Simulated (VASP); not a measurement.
## GaN: single point with BLYP+D4

The system is GaN.

```xyz
2
Lattice="0.0000 2.2832 2.2832 2.2832 0.0000 2.2832 2.2832 2.2832 0.0000" Properties=species:S:1:pos:R:3 pbc="T T T"
Ga    0.0000    0.0000    0.0000
N     1.1416    1.1416    1.1416
```

```
Program             : VASP 6.6.1
Task                : single point
Functional          : BLYP
Dispersion          : D4
Potentials or basis : VASP PAW PBE potentials, release 64 (Ga_d, N)
Cutoff              : 520 eV
k mesh              : 10 × 10 × 10
Occupations         : fermi-dirac, width 0.05 eV
Spin                : no spin polarisation
```

```
Pressure                   : -6.1 GPa
Band gap on the k mesh     : 1.55 eV, direct
Dispersion energy per atom : -0.733 eV
```

Levels at points of the mesh, in eV from the valence-band top:
| k point | band 7 | band 8 | band 9 | band 10 | band 11 | band 12 |
| --- | --- | --- | --- | --- | --- | --- |
| (0.00, 0.00, 0.00) | 0.00 | 0.00 | 0.00 | 1.55 | 10.06 | 10.06 |
| (0.50, 0.00, 0.00) | -6.71 | -0.91 | -0.91 | 4.39 | 8.66 | 10.22 |
| (0.50, 0.50, 0.00) | -5.94 | -2.54 | -2.54 | 3.58 | 6.43 | 11.59 |

It took 63 s on 1 thread of AMD EPYC 7R13, on a shared host, peak memory 0.12 GiB.

Caveat: the PAW data sets were made with another functional, which shifts forces and pressure a little.
